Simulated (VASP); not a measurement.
Set up this calculation in VASP 6.6.1, as the native input.

| Property | Result |
| --- | --- |
| Task | single point |
| Functional | B3LYP |
| Potentials or basis | VASP PAW PBE potentials, release 64 (Zn, S) |
| Cutoff | 520 eV |
| k mesh | 4 × 4 × 3 |
| Occupations | fermi-dirac, width 0.05 eV |
| Spin | no spin polarisation |
| Dipole correction | no |
| Grid for exact exchange (PRECFOCK) | Normal |
| Further INCAR settings | ALGO = Normal; EDIFF = 1e-06; NBANDS = 26 |
| Share of exact exchange | 0.2 |

ZnS:

```
Zn S
1.0
     3.81100    0.00000    0.00000
    -1.90550    3.30042    0.00000
     0.00000    0.00000    6.23400
Zn S
2 2
Direct
  0.66667 0.33333 0.50000
  0.33333 0.66667 0.00000
  0.66667 0.33333 0.88500
  0.33333 0.66667 0.38500
```

One way to write it, as run:

POSCAR

```
ZnS
1.0
    3.8110000000      0.0000000000      0.0000000000
   -1.9055000000      3.3004228138      0.0000000000
    0.0000000000      0.0000000000      6.2340000000
Zn S
2 2
Direct
    0.6666666667      0.3333333333      0.5000000000
    0.3333333333      0.6666666667      0.0000000000
    0.6666666667      0.3333333333      0.8850000000
    0.3333333333      0.6666666667      0.3850000000
```

INCAR.step1

```
ALGO     = Normal         # electronic algorithm
EDIFF    = 1E-5           # SCF threshold, eV
ENCUT    = 520            # plane-wave cutoff, eV
GGA      = PE             # functional
ISIF     = 2              # what is computed and relaxed
ISMEAR   = -1             # smearing method
LASPH    = True           # aspherical terms in the spheres
LCHARG   = False          # write CHGCAR
LREAL    = False          # projectors in reciprocal space
LWAVE    = True           # write WAVECAR
NBANDS   = 26             # bands
NELM     = 60             # most SCF steps
PREC     = Accurate       # precision mode
SIGMA    = 0.05           # smearing width, eV
```

INCAR.step2

```
AEXX     = 0.2            # exact-exchange fraction
AGGAC    = 0.81         
AGGAX    = 0.72         
ALDAC    = 0.19         
ALGO     = Normal         # electronic algorithm
EDIFF    = 1E-6           # SCF threshold, eV
ENCUT    = 520            # plane-wave cutoff, eV
GGA      = B3             # functional
ISIF     = 2              # what is computed and relaxed
ISMEAR   = -1             # smearing method
ISTART   = 1            
LASPH    = True           # aspherical terms in the spheres
LCHARG   = False          # write CHGCAR
LHFCALC  = True           # exact exchange
LREAL    = False          # projectors in reciprocal space
LWAVE    = False          # write WAVECAR
NBANDS   = 26             # bands
NELM     = 60             # most SCF steps
PREC     = Accurate       # precision mode
PRECFOCK = Normal       
SIGMA    = 0.05           # smearing width, eV
```

KPOINTS

```
k-points
0
Gamma
  4 4 3
```

Potentials or basis: VASP PAW PBE potentials, release 64 (Zn, S).

The run is started by

```bash
$ cat potpaw_PBE.64/Zn/POTCAR potpaw_PBE.64/S/POTCAR > POTCAR
$ cp INCAR.step1 INCAR
$ mpirun -np 1 vasp_std > vasp.out
$ cp INCAR.step2 INCAR
$ mpirun -np 1 vasp_std > vasp.out
```

It gave:

```yaml
Pressure: 4.6 GPa
Largest_force: 0.354 eV/Å
Band_gap_on_the_k_mesh: 3.78 eV
```

Caveat: the k points lie up to 0.48 Å⁻¹ apart; the PAW data sets were made with another functional, which shifts forces and pressure a little.

Run time: 27 min on 1 thread of Intel Xeon 8259CL (shared host), peak memory 0.21 GiB.
